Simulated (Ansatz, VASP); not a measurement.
# Os in VASP and in Ansatz

INCAR

```
PREC = Accurate
ENCUT = 520
EDIFF = 1E-6
ISMEAR = -1
SIGMA = 0.05
LREAL = F
LASPH = T
NELM = 100
ALGO = Normal
ISIF = 2
LWAVE = F
LCHARG = F
NBANDS = 15
```

The input KPOINTS:

```
Automatic mesh
0
Gamma
  13 13 7
```

POSCAR

```
Os
1.0
    2.7305981567      0.0000000000      0.0000000000
   -1.3652990784      2.3647673712      0.0000000000
    0.0000000000      0.0000000000      4.4235690139
Os
2
Direct
    0.3333333333      0.6666666667      0.2500000000
    0.6666666667      0.3333333333      0.7500000000
```

Input for Ansatz:

```yaml
crystal:
  lattice:
    - [2.7305981567, 0.0, 0.0]
    - [-1.3652990784, 2.3647673712, 0.0]
    - [0.0, 0.0, 4.4235690139]
  atoms:
    - { symbol: Os, position: [0.3333333333, 0.6666666667, 0.25] }
    - { symbol: Os, position: [0.6666666667, 0.3333333333, 0.75] }
kpoints:
  mp_grid: { grid: [13, 13, 7] }
scf:
  occupations: { method: fermi_dirac, width: 0.05 }
hamiltonian:
  xc: lda
  pseudopotentials: { kind: paw }
output:
  forces: true
  stress: true
  eigenvalues: true
  populations: true
  write_density: true
  write_potential: true
  elf: true
  volumetric_format: npy
```

Change from the starting cell: shortest bond scaled by 1, PAW files.

Alike in both runs: task single point; functional LDA; k mesh 13 × 13 × 7; occupations fermi-dirac, width 0.05 eV; no spin polarisation.

|  | VASP | Ansatz |
| --- | --- | --- |
| version | VASP 6.6.1 | Ansatz 0.2.0 |
| potentials or method | VASP PAW LDA potentials, release 64 (Os) | PAW with Ansatz's default frozen-core files, scalar-relativistic |
| plane-wave cutoff (eV) | 520 | 420 |
| valence electrons in the cell | 16 | 32 |

|  | VASP | Ansatz | Ansatz less VASP |
| --- | --- | --- | --- |
| pressure (GPa) | -16.5 | -17.2 | -0.62 |
| traceless stress, the component that is largest in VASP (GPa) | -10.79 | -10.84 | -0.049 |

LDA's correlation is that of Perdew and Zunger in VASP and of Perdew and Wang (1992) in Ansatz. VASP's potentials hold 16 valence electrons a cell and Ansatz's 32, so a difference there can come from the potentials and not from the codes.

Neither program's run includes spin-orbit coupling.
